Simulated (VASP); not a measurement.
Runs of VASP 6.6.1 on ZnSiP2. The structure is that of space group I-42d (No. 122), or close to it. The cells are those of the table. 

| cell | gap on the mesh (eV) | pressure (GPa) | largest force (eV/Å) |
| --- | --- | --- | --- |
| a = 6.580 Å, angles 130.9, 130.9, 72.0°, 8 atoms | 1.42 | -2.4 | 0.09 |
| a = 6.382 Å, angles 130.9, 130.9, 72.0°, 8 atoms | 1.23 | (c) | 0.11 |
| a = 6.643 Å, angles 130.9, 130.9, 72.0°, 8 atoms | 1.47 | -4.4 | 0.14 |
| a = 6.450 Å, angles 130.9, 130.9, 72.0°, 8 atoms | 1.30 | (a) | 0.04 |
| a = 6.515 Å, angles 130.9, 130.9, 72.0°, 8 atoms | (b) | 0.0 | 0.03 |
| a = 6.469 Å, angles 130.9, 130.9, 72.0°, 8 atoms | 1.32 | 2.0 | 0.01 |

Alike in all rows: task single point; level PBE; potentials or basis VASP PAW PBE potentials, release 64 (Zn, P, Si); no spin polarisation; k mesh 6 × 6 × 6; cutoff (eV) 500; smearing gaussian 0.01 eV.

Question: Estimate the missing entries.

Answer: (a) 2.8; (b) 1.36; (c) 6.1.

Caveats: the cell stands under pressure (at least some runs); the cell stands under tension (at least some runs).

A k mesh can miss the band edges.
